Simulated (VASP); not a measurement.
# ScTe3 (R-3c) in VASP: single point with r2SCAN

Aim: the single point of ScTe3 with r2SCAN.

All numbers are computed with VASP 6.6.1; they aren't measurements. Logs are shortened: lines on timing, memory, paths and dates and some standing lists are left out, and cuts for length are marked.

### Step 1. The cell of the first run

The structure is trigonal, space group R-3c (No. 167). Conventional cell: a = 7.095 Å, b = 7.095 Å, c = 18.804 Å, α = 90.00°, β = 90.00°, γ = 120.00°. Sc (site symmetry -3) has 6 Te at 2.68 Å within 3.5 Å. Te (site symmetry 2) has 2 Sc at 2.68 Å within 3.5 Å.

### Step 2. Single point, r2SCAN

The input, POSCAR:

```
ScTe3
1.0
    3.5474340000      6.1443290000      0.0000000000
   -3.5474340000      6.1443290000      0.0000000000
    0.0000000000     -4.0962190000      6.2679870000
Sc Te
2 6
Direct
    0.0000000000      0.0000000000      0.0000000000
    0.5000000000      0.5000000000      0.5000000000
    0.8512500000      0.2500000000      0.7500000000
    0.6487500000      0.8512500000      0.7500000000
    0.2500000000      0.6487500000      0.7500000000
    0.1487500000      0.7500000000      0.2500000000
    0.3512500000      0.1487500000      0.2500000000
    0.7500000000      0.3512500000      0.2500000000
```

The input, INCAR.step1:

```
PREC = Accurate
ENCUT = 520
ISMEAR = -1
SIGMA = 0.1
LREAL = F
LASPH = T
NELM = 100
NBANDS = 39
GGA = PE
ALGO = Normal
EDIFF = 1E-4
LWAVE = T
LCHARG = F
```

The input, INCAR.step2:

```
PREC = Accurate
ENCUT = 520
EDIFF = 1E-6
ISMEAR = -1
SIGMA = 0.1
LREAL = F
LASPH = T
NELM = 100
ALGO = Normal
ISIF = 2
LWAVE = F
LCHARG = F
METAGGA = R2SCAN
LMIXTAU = T
NBANDS = 39
ISTART = 1
```

The input, KPOINTS:

```
Automatic mesh
0
Gamma
  3 3 3
```

Potentials or basis: VASP PAW PBE potentials, release 64 (Sc_sv, Te).

Started as:

```sh
> cat potpaw_PBE.64/Sc_sv/POTCAR potpaw_PBE.64/Te/POTCAR > POTCAR
> cp INCAR.step1 INCAR
> mpirun -np 1 vasp_std > vasp.out
> cp INCAR.step2 INCAR
> mpirun -np 1 vasp_std > vasp.out
```

OUTCAR:

```text
PREC = Accurate
   ENCUT = 520
   EDIFF = 1E-6
   ISMEAR = -1
   LREAL = F
   LASPH = T
   NELM = 100
   ISIF = 2
   METAGGA = R2SCAN
   ISTART = 1

 ion  position               nearest neighbor table
   1  0.000  0.000  0.000-   4 2.68   7 2.68   6 2.68   3 2.68   5 2.68   8 2.68
   2  0.500  0.500  0.500-   4 2.68   7 2.68   5 2.68   8 2.68   3 2.68   6 2.68
   3  0.851  0.250  0.750-   1 2.68   2 2.68
   4  0.649  0.851  0.750-   1 2.68   2 2.68
   5  0.250  0.649  0.750-   2 2.68   1 2.68
   6  0.149  0.750  0.250-   1 2.68   2 2.68
   7  0.351  0.149  0.250-   1 2.68   2 2.68
   8  0.750  0.351  0.250-   2 2.68   1 2.68

  LATTYP: Found a trigonal (rhomboedric) cell.
 ALAT       =     7.4877702682
 COS(alpha) =     0.5510958491

  Lattice vectors:

 A1 = (   3.5474340000,   2.0481100000,   6.2679870000)
 A2 = (  -3.5474340000,   2.0481100000,   6.2679870000)
 A3 = (   0.0000000000,  -4.0962190000,   6.2679870000)

Analysis of symmetry for initial positions (statically):
=====================================================================
 Subroutine PRICEL returns:
 Original cell was already a primitive cell.

 Routine SETGRP: Setting up the symmetry group for a
 trigonal (rhombohedral) supercell.

 Subroutine GETGRP returns: Found 12 space group operations
 (whereof  6 operations were pure point group operations)
 out of a pool of 12 trial point group operations.

The static configuration has the point symmetry S_6 .
 The point group associated with its full space group is D_3d.

Analysis of symmetry for dynamics (positions and initial velocities):
=====================================================================
 Subroutine PRICEL returns:
 Original cell was already a primitive cell.

 Routine SETGRP: Setting up the symmetry group for a
 trigonal (rhombohedral) supercell.

 Subroutine GETGRP returns: Found 12 space group operations
 (whereof  6 operations were pure point group operations)
 out of a pool of 12 trial point group operations.

The dynamic configuration has the point symmetry S_6 .
 The point group associated with its full space group is D_3d.

 Subroutine INISYM returns: Found 12 space group operations
 (whereof  6 operations are pure point group operations),
 and found     1 'primitive' translations

----------------------------------------------------------------------------------------

                                     Primitive cell

  volume of cell :     273.2416

  direct lattice vectors                    reciprocal lattice vectors
     3.547434000  6.144329000  0.000000000     0.140946949  0.081375851  0.053180280
    -3.547434000  6.144329000  0.000000000    -0.140946949  0.081375851  0.053180280
     0.000000000 -4.096219000  6.267987000     0.000000000  0.000000000  0.159540854

  length of vectors
     7.094862003  7.094862003  7.487768101     0.171219782  0.171219782  0.159540854

  position of ions in fractional coordinates (direct lattice)
     0.000000000  0.000000000  0.000000000
     0.500000000  0.500000000  0.500000000
     0.851250000  0.250000000  0.750000000
     0.648750000  0.851250000  0.750000000
     0.250000000  0.648750000  0.750000000
     0.148750000  0.750000000  0.250000000
     0.351250000  0.148750000  0.250000000
     0.750000000  0.351250000  0.250000000

  ion indices of the primitive-cell ions
   primitive index   ion index
                 1           1
                 2           2
                 3           3
                 4           4
                 5           5
                 6           6
                 7           7
                 8           8

----------------------------------------------------------------------------------------

 KPOINTS: Automatic mesh

Automatic generation of k-mesh.
 Grid dimensions read from file:
 generate k-points for:    3    3    3

 Generating k-lattice:

  Cartesian coordinates                     Fractional coordinates (reciprocal lattice)
     0.046982316  0.027125284  0.017726760     0.333333333  0.000000000  0.000000000
    -0.046982316  0.027125284  0.017726760     0.000000000  0.333333333  0.000000000
     0.000000000  0.000000000  0.053180285     0.000000000  0.000000000  0.333333333

  Length of vectors
     0.057073261  0.057073261  0.053180285

  Shift w.r.t. Gamma in fractional coordinates (k-lattice)
     0.000000000  0.000000000  0.000000000

 Subroutine IBZKPT returns following result:
 ===========================================

 Found      6 irreducible k-points:

 Following reciprocal coordinates:
            Coordinates               Weight
  0.000000  0.000000  0.000000      1.000000
  0.333333  0.000000 -0.000000      6.000000
  0.333333  0.333333 -0.000000      6.000000
 -0.333333  0.333333  0.000000      6.000000
  0.000000  0.000000  0.333333      2.000000
  0.333333  0.000000  0.333333      6.000000
   k-points           NKPTS =      6   k-points in BZ     NKDIM =      6   number of bands    NBANDS=     39
   number of dos      NEDOS =    301   number of ions     NIONS =      8
   total plane-waves  NPLWV = 163296
   dimension x,y,z NGX =    54 NGY =   54 NGZ =   56
   dimension x,y,z NGXF=   108 NGYF=  108 NGZF=  112
   ions per type =               2   6
   NGX,Y,Z   is equivalent  to a cutoff of  12.65, 12.65, 12.43 a.u.
   NGXF,Y,Z  is equivalent  to a cutoff of  25.31, 25.31, 24.87 a.u.
 SYSTEM =  unknown system
   PREC   = accura    normal or accurate (medium, high low for compatibility)
   ISTART =      1    job   : 0-new  1-cont  2-samecut
   ICHARG =      0    charge: 1-file 2-atom 10-const
   ISPIN  =      1    spin polarized calculation?
   LNONCOLLINEAR =      F non collinear calculations
   LSORBIT =      F    spin-orbit coupling
   LASPH  =      T    aspherical Exc in radial PAW
   ENCUT  =  520.0 eV  38.22 Ry    6.18 a.u.  13.19 13.19 13.92*2*pi/ulx,y,z
   NELM   =    100;   NELMIN=  2; NELMDL=  0     # of ELM steps
   EDIFF  = 0.1E-05   stopping-criterion for ELM
   LREAL  =      F    real-space projection
   EDIFFG = 0.1E-04   stopping-criterion for IOM
   NSW    =      0    number of steps for IOM
   IBRION =     -1    ionic relax: 0-MD 1-quasi-New 2-CG
   NFREE  =      0    steps in history (QN), initial steepest desc. (CG)
   ISIF   =      2    stress and relaxation
   ISYM   =      2    0-nonsym 1-usesym 2-fastsym
   POTIM  = 0.5000    time-step for ionic-motion
   TEBEG  =    0.0;   TEEND  =   0.0 temperature during run
   PSTRESS=    0.0 pullay stress
   NELECT =      58.0000    total number of electrons
   NUPDOWN=      -1.0000    fix difference up-down
   EMIN   =  10.00;   EMAX   =-10.00  energy-range for DOS
   EFERMI =   0.00;   METHOD = LEGACY
   ISMEAR =    -1;   SIGMA  =   0.10  broadening in eV -4-tet -1-fermi 0-gaus
   EFERMI_NEDOS =   21; number of points for ismear=-14 and -15
   IALGO  =     38    algorithm
   IMIX   =      4    mixing-type and parameters
     AMIX     =   0.40;   BMIX     =  1.00
     AMIX_MAG =   1.60;   BMIX_MAG =  1.00
  volume/ion in A,a.u.               =      34.16       230.49
  Fermi-wavevector in a.u.,A,eV,Ry     =   0.976567  1.845443 12.975636  0.953682
  Thomas-Fermi vector in A             =   2.107196
   LORBIT       =      0    0 simple, 1 ext, 2 COOP (PROOUT), +10 PAW based schemes
   METAGGA = R2SCAN    functional components
   LHFCALC =     F    Hartree Fock is set to
   AEXX    =    0.0000 exact exchange contribution
   IVDW    =     0    specifies the selected vdW correction
   LEPSILON=     F    determine dielectric tensor
   LRPA    =     F    only Hartree local field effects (RPA)
 non-spin polarized calculation
  energy-cutoff  :      520.00
  volume of cell :      273.24
 maximum number of plane-waves:      7378
 NGX is ok and might be reduce to    54
   NGX = 27   NGY = 27   NGZ = 27

 number of electron      58.0000001 magnetization

 Free energy of the ion-electron system (eV)
  ---------------------------------------------------
  ext. energy  EPLUGINS =         0.00000000
  ---------------------------------------------------
  free energy    TOTEN  =      -177.40705200 eV

  energy without entropy =     -177.15270108  energy(sigma->0) =     -177.27987654

 E-fermi :   3.7845     XC(G=0):  -9.0937

 val. band max:        3.6622388385   @ k =  -0.3333   0.3333   0.0000
 cond. band min:       3.8371651083   @ k =   0.3333   0.0000  -0.0000
 fundamental gap:      0.1749262699
 Fermi energy:         3.7844654915

 k-point     1 :       0.0000    0.0000    0.0000
  band No.  band energies     occupation
      1     -47.0162      2.00000
      2     -47.0157      2.00000
      3     -24.8092      2.00000
      4     -24.8092      2.00000
      5     -24.8033      2.00000
      6     -24.8033      2.00000
[... 31 lines left out ...]
     38       7.3283      0.00000
     39       7.9696      0.00000

 k-point     2 :       0.3333    0.0000   -0.0000
  band No.  band energies     occupation
      1     -47.0161      2.00000
      2     -47.0158      2.00000
      3     -24.8078      2.00000
      4     -24.8078      2.00000
      5     -24.8048      2.00000
      6     -24.8048      2.00000
[... 31 lines left out ...]
     38       7.0718      0.00000
     39       8.0343      0.00000

 k-point     3 :       0.3333    0.3333   -0.0000
  band No.  band energies     occupation
      1     -47.0161      2.00000
      2     -47.0158      2.00000
      3     -24.8088      2.00000
      4     -24.8072      2.00000
      5     -24.8063      2.00000
      6     -24.8038      2.00000
[... 31 lines left out ...]
     38       7.3126      0.00000
     39       7.8868      0.00000

 k-point     4 :      -0.3333    0.3333    0.0000
  band No.  band energies     occupation
      1     -47.0160      2.00000
      2     -47.0159      2.00000
      3     -24.8077      2.00000
      4     -24.8073      2.00000
      5     -24.8057      2.00000
      6     -24.8053      2.00000
[... 31 lines left out ...]
     38       7.3756      0.00000
     39       8.0908      0.00000

 k-point     5 :       0.0000    0.0000    0.3333
  band No.  band energies     occupation
      1     -47.0161      2.00000
      2     -47.0158      2.00000
      3     -24.8078      2.00000
      4     -24.8077      2.00000
      5     -24.8048      2.00000
      6     -24.8048      2.00000
[... 31 lines left out ...]
     38       7.1479      0.00000
     39       8.0026      0.00000

 k-point     6 :       0.3333    0.0000    0.3333
  band No.  band energies     occupation
      1     -47.0160      2.00000
      2     -47.0159      2.00000
      3     -24.8077      2.00000
      4     -24.8073      2.00000
      5     -24.8057      2.00000
      6     -24.8053      2.00000
[... 31 lines left out ...]
     38       7.2997      0.00000
     39       7.9969      0.00000

------------------------ aborting loop because EDIFF is reached ----------------------------------------

  FORCE on cell =-STRESS in cart. coord.  units (eV):
  Direction    XX          YY          ZZ          XY          YZ          ZX
  --------------------------------------------------------------------------------------
  -------------------------------------------------------------------------------------
  Total        9.6171282      9.6171065     11.4940562      0.0000000      0.0000006      0.0000000
  in kB       56.3909120     56.3907849     67.3964514      0.0000000      0.0000036      0.0000000
  external PRESSURE =      60.0593827 kB  Pullay stress =       0.0000000 kB

 VOLUME and BASIS-vectors are now :
 -----------------------------------------------------------------------------
  energy-cutoff  :      520.00
  volume of cell :      273.24
      direct lattice vectors                 reciprocal lattice vectors
     3.547434000  6.144329000  0.000000000     0.140946949  0.081375851  0.053180280
    -3.547434000  6.144329000  0.000000000    -0.140946949  0.081375851  0.053180280
     0.000000000 -4.096219000  6.267987000     0.000000000  0.000000000  0.159540854

 POSITION                                       TOTAL-FORCE (eV/Angst)
 -----------------------------------------------------------------------------------
      0.00000      0.00000      0.00000         0.000000      0.000000      0.000000
      0.00000      4.09622      3.13399        -0.000000      0.000000      0.000000
      2.13289      3.69428      4.70099         0.223430      0.386992      0.000000
     -0.71836      6.14433      4.70099        -0.446860      0.000000      0.000000
     -1.41454      2.45005      4.70099         0.223430     -0.386992      0.000000
     -2.13289      4.49816      1.56700        -0.223430     -0.386992     -0.000000
      0.71836      2.04811      1.56700         0.446860      0.000000     -0.000000
      1.41454      5.74239      1.56700        -0.223430      0.386992     -0.000000
 -----------------------------------------------------------------------------------
    total drift:                               -0.000000     -0.000000      0.000000

  FREE ENERGIE OF THE ION-ELECTRON SYSTEM (eV)
  ---------------------------------------------------
  free  energy   TOTEN  =      -177.4070519968 eV

  energy  without entropy=     -177.1527010804  energy(sigma->0) =     -177.27987654
```

Wall time 11 min (1 thread of Intel Xeon 8259CL, shared host); peak memory 0.44 GiB.

Results:

```yaml
Free_energy: -177.4071 eV
Pressure: 6.0 GPa
Largest_force: 0.447 eV/Å
Band_gap_on_the_k_mesh: zero (band 29 reaches 4.27 eV, above the bottom of band 30 at 3.42 eV)
```

Forces in eV/Å, atoms in the order of the input:
```
Sc   0.000  0.000  0.000
Sc   0.000  0.000  0.000
Te   0.223  0.387  0.000
Te  -0.447  0.000  0.000
Te   0.223 -0.387  0.000
Te  -0.223 -0.387  0.000
Te   0.447  0.000  0.000
Te  -0.223  0.387  0.000
```

Stress tensor (GPa, compression positive):
```
5.64 0.00 0.00
0.00 5.64 0.00
0.00 0.00 6.74
```

Levels at points of the mesh, in eV from the Fermi level:
```
           k point  band 25  band 26  band 27  band 28  band 29  band 30  band 31  band 32
(0.00, 0.00, 0.00)    -0.49    -0.34    -0.34     0.48     0.48     0.81     0.87     0.87
```

Caveat: the PAW data sets were made with another functional, which shifts forces and pressure a little; spin-orbit coupling is left out, which moves the levels of the heavy elements.
